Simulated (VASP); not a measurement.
# W8C8O in VASP: a series of runs, part 2 of 2

VASP 6.6.1. Earlier steps stand in the parts before.

## Step 3: Single point, PBEsol

The input, INCAR:

```
SYSTEM = W8C8O
PREC = Accurate
ENCUT = 520
EDIFF = 1E-6
ISMEAR = 0
SIGMA = 0.05
LREAL = Auto
LASPH = .True.
NELM = 80
ALGO = Normal
ISIF = 2
LWAVE = .False.
LCHARG = .False.
GGA = PS
NBANDS = 89
```

The input, KPOINTS:

```
regular mesh
0
Gamma
  3 3 1
  0 0 0
```

The input, POSCAR:

```
W8C8O
1.0
    5.7964000000      0.0000000000      0.0000000000
   -2.8982000000      5.0198300000      0.0000000000
    0.0000000000      0.0000000000     16.2471000000
W C O
8 8 1
Direct
    0.0000000000      0.0000000000      0.0615493842
   -0.0009888625     -0.0033347743      0.2357903872
    0.0000000000      0.5000000000      0.0615493842
   -0.0009151256      0.5032774018      0.2349550381
    0.5000000000      0.0000000000      0.0615493842
    0.5106475371      0.0058472100      0.2301993587
    0.5000000000      0.5000000000      0.0615493842
    0.4993646266      0.5002539927      0.2419349915
    0.3349964952      0.1699336432      0.1430774107
    0.3251267669      0.1265933308      0.3114529362
    0.3348005310      0.6645693181      0.1432379317
    0.3230712298      0.7006994261      0.3149131845
    0.8334289978      0.1672092481      0.1391807769
    0.8482239487      0.1748465585      0.3016944562
    0.8276226446      0.6635394027      0.1438276985
    0.8397467514      0.6677455213      0.3072569874
    0.3989440967      0.9326746125      0.3582375932
```

Potentials or basis: VASP PAW PBE potentials, release 64 (W_sv, C, O).

Run with:

```
cat potpaw_PBE.64/W_sv/POTCAR potpaw_PBE.64/C/POTCAR potpaw_PBE.64/O/POTCAR > POTCAR
mpirun -np 1 vasp_std > vasp.out
```

OUTCAR:

```text
SYSTEM = W8C8O
   PREC = Accurate
   ENCUT = 520
   EDIFF = 1E-6
   ISMEAR = 0
   LREAL = Auto
   LASPH = .True.
   NELM = 80
   ISIF = 2
   GGA = PS

 ion  position               nearest neighbor table
   1  0.000  0.000  0.062-  13 2.10   9 2.14  15 2.15   2 2.83   5 2.90   5 2.90   3 2.90   3 2.90
                             7 2.90   7 2.90
   2  0.999  0.997  0.236-  14 1.97  16 2.02  10 2.06  15 2.24   9 2.26  13 2.30   1 2.83   6 2.86
                             4 2.86   8 2.89   8 2.91   4 2.94   6 2.94
   3  0.000  0.500  0.062-  13 2.09  11 2.14  15 2.15   4 2.82   7 2.90   7 2.90   5 2.90   1 2.90
                             1 2.90   5 2.90
   4  0.999  0.503  0.235-  14 1.97  16 2.01  12 2.09  15 2.23  11 2.25  13 2.30   3 2.82   6 2.86
                             2 2.86   8 2.89   8 2.91   2 2.94   6 2.94
   5  0.500  0.000  0.062-  13 2.10   9 2.14  11 2.14   6 2.74   1 2.90   1 2.90   3 2.90   7 2.90
                             7 2.90   3 2.90
   6  0.511  0.006  0.230-  10 2.04  14 2.05  12 2.07  17 2.16  13 2.19   9 2.22  11 2.22   5 2.74
                             4 2.86   2 2.86   8 2.90   8 2.91   4 2.94   2 2.94
   7  0.500  0.500  0.062-  15 2.12   9 2.12  11 2.12   3 2.90   3 2.90   1 2.90   5 2.90   5 2.90
                             1 2.90   8 2.93
   8  0.499  0.500  0.242-  16 2.01  10 2.19  12 2.23  15 2.29  11 2.30   9 2.31   2 2.89   4 2.89
                             6 2.90   6 2.91   4 2.91   2 2.91   7 2.93
   9  0.335  0.170  0.143-   7 2.12   5 2.14   1 2.14   6 2.22   2 2.26   8 2.31
  10  0.325  0.127  0.311-  17 1.58   6 2.04   2 2.06   8 2.19
  11  0.335  0.665  0.143-   7 2.12   3 2.14   5 2.14   6 2.22   4 2.25   8 2.30
  12  0.323  0.701  0.315-  17 1.38   6 2.07   4 2.09   8 2.23
  13  0.833  0.167  0.139-   3 2.09   5 2.10   1 2.10   6 2.19   4 2.30   2 2.30
  14  0.848  0.175  0.302-   2 1.97   4 1.97   6 2.05
  15  0.828  0.664  0.144-   7 2.12   3 2.15   1 2.15   4 2.23   2 2.24   8 2.29
  16  0.840  0.668  0.307-   4 2.01   8 2.01   2 2.02
  17  0.399  0.933  0.358-  12 1.38  10 1.58   6 2.16

  LATTYP: Found a hexagonal cell.
 ALAT       =     5.7964000000
 C/A-ratio  =     2.8029639086

  Lattice vectors:

 A1 = (   5.7964000000,   0.0000000000,   0.0000000000)
 A2 = (  -2.8982000000,   5.0198300000,   0.0000000000)
 A3 = (   0.0000000000,   0.0000000000,  16.2471000000)

[... 166 lines left out ...]
   LRPA    =     F    only Hartree local field effects (RPA)
 non-spin polarized calculation
 Gauss-broadening in eV      SIGMA  =   0.05
  energy-cutoff  :      520.00
  volume of cell :      472.74
 maximum number of plane-waves:     12753
 NGX is ok and might be reduce to    48
   NGX = 21   NGY = 21   NGZ = 61

 number of electron     149.9999992 magnetization

 Free energy of the ion-electron system (eV)
  ---------------------------------------------------
  ext. energy  EPLUGINS =         0.00000000
  ---------------------------------------------------
  free energy    TOTEN  =      -179.72486130 eV

  energy without entropy =     -179.72037316  energy(sigma->0) =     -179.72261723

 E-fermi :   0.6560     XC(G=0):  -6.2238

 val. band max:        0.6043542675   @ k =   0.3333   0.3333   0.0000
 cond. band min:       0.7033890716   @ k =   0.0000   0.0000   0.0000
 fundamental gap:      0.0990348041
 Fermi energy:         0.6560261777

 k-point     1 :       0.0000    0.0000    0.0000
  band No.  band energies     occupation
      1     -73.6532      2.00000
      2     -73.4784      2.00000
      3     -73.3547      2.00000
      4     -73.2984      2.00000
      5     -73.2731      2.00000
      6     -73.2628      2.00000
[... 439 lines left out ...]
     86       3.0585      0.00000
     87       3.0913      0.00000
 [bands above 87 left out]

------------------------ aborting loop because EDIFF is reached ----------------------------------------

  FORCE on cell =-STRESS in cart. coord.  units (eV):
  Direction    XX          YY          ZZ          XY          YZ          ZX
  --------------------------------------------------------------------------------------
  -------------------------------------------------------------------------------------
  Total       -0.9302135     -4.5149270      1.1625830      3.2964550      0.0196019     -0.0688733
  in kB       -3.1526081    -15.3016444      3.9401371     11.1720924      0.0664334     -0.2334202
  external PRESSURE =      -4.8380385 kB  Pullay stress =       0.0000000 kB

 VOLUME and BASIS-vectors are now :
 -----------------------------------------------------------------------------
  energy-cutoff  :      520.00
  volume of cell :      472.74
      direct lattice vectors                 reciprocal lattice vectors
     5.796400000  0.000000000  0.000000000     0.172520875  0.099604967  0.000000000
    -2.898200000  5.019830000  0.000000000     0.000000000  0.199209933  0.000000000
     0.000000000  0.000000000 16.247100000     0.000000000  0.000000000  0.061549446

 POSITION                                       TOTAL-FORCE (eV/Angst)
 -----------------------------------------------------------------------------------
      0.00000      0.00000      1.00000         0.247680     -0.181298     -0.065633
      2.90213      5.00309      3.83091         0.025048      0.010690     -0.032712
     -1.44910      2.50991      1.00000         0.004615      0.317163     -0.155805
      4.33250      2.52637      3.81734         0.016048      0.026541     -0.034143
      2.89820      0.00000      1.00000        -0.144811     -0.077243     -0.699293
      2.94297      0.02935      3.74007         0.036004      0.020532     -0.141397
[... 9 lines left out ...]
      2.93225      3.35197      4.99203        -0.004873      0.027675      0.103353
     -0.39064      4.68187      5.82032        -0.035568      0.138051      0.193642
 -----------------------------------------------------------------------------------
    total drift:                               -0.002678      0.013444     -0.021147

  FREE ENERGIE OF THE ION-ELECTRON SYSTEM (eV)
  ---------------------------------------------------
  free  energy   TOTEN  =      -179.7248612982 eV

  energy  without entropy=     -179.7203731557  energy(sigma->0) =     -179.72261723
```

OSZICAR:

```text
N       E                     dE             d eps       ncg     rms          rms(c)
DAV:   1     0.178885034871E+04    0.17889E+04   -0.87908E+04  1058   0.160E+03
DAV:   2    -0.782916098704E+02   -0.18671E+04   -0.18314E+04  1015   0.485E+02
DAV:   3    -0.197128845777E+03   -0.11884E+03   -0.11583E+03  1083   0.120E+02
[... 21 lines left out ...]
DAV:  25    -0.179724828062E+03   -0.38632E-04   -0.20333E-06   716   0.513E-03    0.174E-03
DAV:  26    -0.179724850827E+03   -0.22765E-04   -0.11315E-06   635   0.411E-03    0.124E-03
DAV:  27    -0.179724859024E+03   -0.81966E-05   -0.40396E-07   628   0.251E-03    0.942E-04
DAV:  28    -0.179724860485E+03   -0.14614E-05   -0.95193E-08   538   0.118E-03    0.533E-04
DAV:  29    -0.179724861298E+03   -0.81317E-06   -0.10912E-07   498   0.947E-04
   1 F= -.17972486E+03 E0= -.17972262E+03  d E =-.448814E-02
```

stdout:

```text
POSCAR found type information on POSCAR W C O
 POSCAR found :  3 types and      17 ions
 scaLAPACK will be used
 -----------------------------------------------------------------------------
|                                                                             |
|                                                                             |
|     You enforced a specific xc type in the INCAR file but a different       |
|     I HOPE YOU KNOW WHAT YOU ARE DOING!                                     |
|                                                                             |
 -----------------------------------------------------------------------------

 LDA part: xc-table for (Slater+PW92), standard interpolation
 POSCAR, INCAR and KPOINTS ok, starting setup
 FFT: planning ... GRIDC
 FFT: planning ... GRID_SOFT
 FFT: planning ... GRID
 WAVECAR not read
 entering main loop
```

Run time: 6.9 min. Hardware: 1 thread of Intel Xeon 6975P-C (Granite Rapids), shared host; peak memory 0.65 GiB.

Results:

```
Free energy            : -179.7249 eV
Largest force          : 0.718 eV/Å
Band gap on the k mesh : zero (bands 75 and 76 overlap by 0.50 eV)
```

Forces on the atoms (eV/Å):
```
W    0.248 -0.181 -0.066
W    0.025  0.011 -0.033
W    0.005  0.317 -0.156
W    0.016  0.027 -0.034
W   -0.145 -0.077 -0.699
W    0.036  0.021 -0.141
W   -0.110 -0.074  0.675
W   -0.027 -0.014  0.012
C   -0.005  0.018  0.002
C   -0.026  0.024  0.089
C    0.008 -0.008  0.000
C    0.039 -0.243 -0.051
C    0.008  0.006 -0.005
C   -0.014  0.011  0.101
C   -0.017 -0.003  0.009
C   -0.005  0.028  0.103
O   -0.036  0.138  0.194
```

Levels at points of the mesh, in eV from the Fermi level:
| k point | band 72 | band 73 | band 74 | band 75 | band 76 | band 77 | band 78 | band 79 |
| --- | --- | --- | --- | --- | --- | --- | --- | --- |
| (0.00, 0.00, 0.00) | 0.05 | 0.07 | 0.33 | 0.35 | 0.37 | 0.46 | 1.12 | 1.38 |

Caveat: the k points lie up to 0.42 Å⁻¹ apart; there is no dipole correction, which matters where the two faces differ; the PAW data sets were made with another functional, which shifts forces and pressure a little; spin-orbit coupling is left out, which moves the levels of the heavy elements.

## Step 4: Single point, PBEsol

The input, INCAR:

```
ALGO     = Normal         # electronic algorithm
EDIFF    = 1E-6           # SCF threshold, eV
ENCUT    = 520            # plane-wave cutoff, eV
GGA      = PS             # functional
ISIF     = 2              # what is computed and relaxed
ISMEAR   = 0              # smearing method
LASPH    = True           # aspherical terms in the spheres
LCHARG   = True           # write CHGCAR
LELF     = True           # ELF
LREAL    = Auto         
LVHAR    = True         
LWAVE    = False          # write WAVECAR
NBANDS   = 89             # bands
NELM     = 100            # most SCF steps
PREC     = Accurate       # precision mode
SIGMA    = 0.05           # smearing width, eV
```

The input, KPOINTS:

```
k-points
0
Gamma
  3 3 1
```

The input, POSCAR:

```
W8C8O
1.0
    5.7964000000      0.0000000000      0.0000000000
   -2.8982000000      5.0198300000      0.0000000000
    0.0000000000      0.0000000000     16.2471000000
W C O
8 8 1
Direct
    0.0000000000      0.0000000000      0.0615493842
   -0.0039972205     -0.0061294904      0.2339487662
    0.0000000000      0.5000000000      0.0615493842
   -0.0005766597      0.4974295942      0.2375463929
    0.5000000000      0.0000000000      0.0615493842
    0.5023032011     -0.0049840333      0.2352483212
    0.5000000000      0.5000000000      0.0615493842
    0.5021369241      0.4994822534      0.2347154877
    0.3332711310      0.1655492317      0.1436663158
    0.3220385310      0.1636533508      0.3196335346
    0.3354080470      0.6676106561      0.1420759397
    0.3334140575      0.6554676154      0.3042372485
    0.8308862840      0.1635995641      0.1417610527
    0.8420937397      0.1626541138      0.3038193278
    0.8306901575      0.6669982848      0.1413587040
    0.8306458996      0.6656538170      0.3038942950
    0.3829810428      1.0879143318      0.3803225191
```

Run with:

```
cat potpaw_PBE.64/W_sv/POTCAR potpaw_PBE.64/C/POTCAR potpaw_PBE.64/O/POTCAR > POTCAR
mpirun -np 1 vasp_std > vasp.out
```

Run time: 7.6 min. Hardware: 1 thread of Intel Xeon 6975P-C (Granite Rapids), shared host; peak memory 0.65 GiB.

Results (log left out):

```yaml
Free_energy: -180.5320 eV
Largest_force: 0.714 eV/Å
Band_gap_on_the_k_mesh: zero (bands 75 and 76 overlap by 0.51 eV)
```

Forces on the atoms (eV/Å):
```
W    0.134  0.078 -0.277
W    0.034  0.022  0.003
W   -0.013 -0.017  0.134
W   -0.007 -0.003 -0.045
W   -0.057 -0.028  0.032
W   -0.031 -0.008 -0.034
W   -0.076 -0.237 -0.185
W    0.003 -0.039 -0.048
C   -0.004 -0.007  0.006
C   -0.295  0.278 -0.505
C   -0.006 -0.003 -0.019
C    0.031 -0.043  0.058
C    0.005 -0.003  0.009
C   -0.071 -0.011  0.141
C    0.006  0.009 -0.003
C   -0.008 -0.011  0.112
O    0.354  0.023  0.620
```

Levels at points of the mesh, in eV from the Fermi level:
| k point | band 71 | band 72 | band 73 | band 74 | band 75 | band 76 | band 77 | band 78 | band 79 | band 80 |
| --- | --- | --- | --- | --- | --- | --- | --- | --- | --- | --- |
| (0.00, 0.00, 0.00) | -0.38 | 0.04 | 0.21 | 0.44 | 0.45 | 0.46 | 0.64 | 1.30 | 1.49 | 1.65 |

Caveat: the k points lie up to 0.42 Å⁻¹ apart, too coarse for converged energies and pressures of a metal; there is no dipole correction, which matters where the two faces differ; the PAW data sets were made with another functional, which shifts forces and pressure a little; spin-orbit coupling is left out, which moves the levels of the heavy elements.

## Step 5: Single point, PBEsol

The input, INCAR:

```
PREC = Accurate
ENCUT = 520
EDIFF = 1E-6
ISMEAR = 0
SIGMA = 0.05
LREAL = Auto
LASPH = True
NELM = 80
ALGO = Normal
ISIF = 2
LWAVE = False
LCHARG = False
GGA = PS
NBANDS = 89
```

The input, KPOINTS:

```
regular mesh
0
Gamma
  3 3 1
```

The input, POSCAR:

```
W8C8O
1.0
    5.7964000000      0.0000000000      0.0000000000
   -2.8982000000      5.0198300000      0.0000000000
    0.0000000000      0.0000000000     16.2471000000
W C O
8 8 1
Direct
    0.0000000000      0.0000000000      0.0615493842
    0.0005083103      0.0009976433      0.2423269383
    0.0000000000      0.5000000000      0.0615493842
   -0.0031881968      0.5007235305      0.2352984225
    0.5000000000      0.0000000000      0.0615493842
    0.4941848257     -0.0116231028      0.2299255867
    0.5000000000      0.5000000000      0.0615493842
    0.5039073928      0.5007193471      0.2352966376
    0.3295308349      0.1649832763      0.1432399628
    0.3797078086      0.1767512047      0.3136052588
    0.3331576289      0.6663118074      0.1389212229
    0.3257085094      0.6514063225      0.3014294243
    0.8354483595      0.1649802882      0.1432426095
    0.7970650323      0.1767458261      0.3136075977
    0.8364121964      0.6728257730      0.1439802180
    0.8298040917      0.6596119789      0.3073661146
    0.5518936209      1.1037451467      0.3574043983
```

Run with:

```
cat potpaw_PBE.64/W_sv/POTCAR potpaw_PBE.64/C/POTCAR potpaw_PBE.64/O/POTCAR > POTCAR
mpirun -np 1 vasp_std > vasp.out
```

Run time: 7.5 min. Hardware: 1 thread of Intel Xeon 6975P-C (Granite Rapids), shared host; peak memory 0.65 GiB.

The run converged. Its results:

```
Free energy            : -179.7383 eV
Largest force          : 0.740 eV/Å
Band gap on the k mesh : zero (bands 75 and 76 overlap by 0.49 eV)
```

Forces on the atoms (eV/Å):
```
W    0.000  0.138  0.705
W   -0.001  0.022  0.001
W   -0.297 -0.158 -0.119
W   -0.006 -0.025 -0.030
W    0.000  0.177 -0.719
W    0.002 -0.036 -0.146
W    0.297 -0.158 -0.120
W    0.007 -0.025 -0.029
C   -0.009 -0.003  0.000
C   -0.194  0.054  0.001
C    0.000 -0.002  0.006
C   -0.001  0.006  0.112
C    0.010 -0.003 -0.001
C    0.193  0.054  0.000
C    0.000  0.008  0.007
C    0.000 -0.007  0.103
O    0.000 -0.042  0.230
```

Levels at points of the mesh, in eV from the Fermi level:
```
           k point  band 72  band 73  band 74  band 75  band 76  band 77  band 78  band 79
(0.00, 0.00, 0.00)     0.05     0.06     0.32     0.35     0.37     0.44     1.12     1.36
```

Caveat: the k points lie up to 0.42 Å⁻¹ apart; there is no dipole correction, which matters where the two faces differ; the PAW data sets were made with another functional, which shifts forces and pressure a little; spin-orbit coupling is left out, which moves the levels of the heavy elements.

## Step 6: The runs side by side

| cell | gap on the mesh (eV) | largest force (eV/Å) |
| --- | --- | --- |
| as given, atomic positions A | none | 0.65 |
| as given, atomic positions B | none | 0.72 |
| as given, atomic positions C | none | 0.71 |
| as given, atomic positions D | none | 0.74 |

Alike in all rows: task single point; level PBEsol; potentials or basis VASP PAW PBE potentials, release 64 (W_sv, C, O); no spin polarisation; k mesh 3 × 3 × 1; cutoff (eV) 520; smearing gaussian 0.05 eV.

Caveats: all runs use coarse meshes; there is no dipole correction, which matters where the two faces differ; the PAW data sets were made with another functional, which shifts forces and pressure a little; spin-orbit coupling is left out, which moves the levels of the heavy elements.

Absolute energies hang on the potentials; compare differences alone.

The gap in the log of VASP goes by the Fermi energy; the results here count the filled bands.